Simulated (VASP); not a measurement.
## BP: single point with PBE

The system is BP.

```
B P
1.0
     0.00000    2.26900    2.26900
     2.26900    0.00000    2.26900
     2.26900    2.26900    0.00000
B P
1 1
Direct
  0.00000 0.00000 0.00000
  0.25000 0.25000 0.25000
```

```json
{
  "Program": "VASP 6.6.1",
  "Task": "single point",
  "Functional": "PBE",
  "Potentials or basis": "VASP PAW PBE potentials, release 64 (B, P)",
  "Cutoff": "500 eV",
  "k mesh": "6 × 6 × 6",
  "Occupations": "gaussian, width 0.01 eV",
  "Spin": "no spin polarisation",
  "Dipole correction": "no",
  "Further INCAR settings": "ALGO = Normal; EDIFF = 1e-06; NBANDS = 11"
}
```

The pressure is 1.0 GPa and the band gap on the k mesh is 1.33 eV (least direct gap 3.40 eV).

Levels at points of the mesh, in eV from the valence-band top:
```csv
k point,band 2,band 3,band 4,band 5,band 6,band 7
"(0.00, 0.00, 0.00)",0.00,0.00,0.00,3.40,3.40,3.40
"(0.50, 0.00, 0.00)",-9.04,-1.76,-1.76,3.78,4.71,4.71
"(0.50, 0.50, 0.00)",-8.58,-4.12,-4.12,1.33,1.66,12.12
```

It took 3.7 s on 1 thread of Intel(R) Xeon(R) Platinum 8488C (Sapphire Rapids), with other jobs on the host, peak memory 0.13 GiB.

A k mesh can miss the band edges. A hybrid or GW would open this gap; PBE tends to underestimate it.
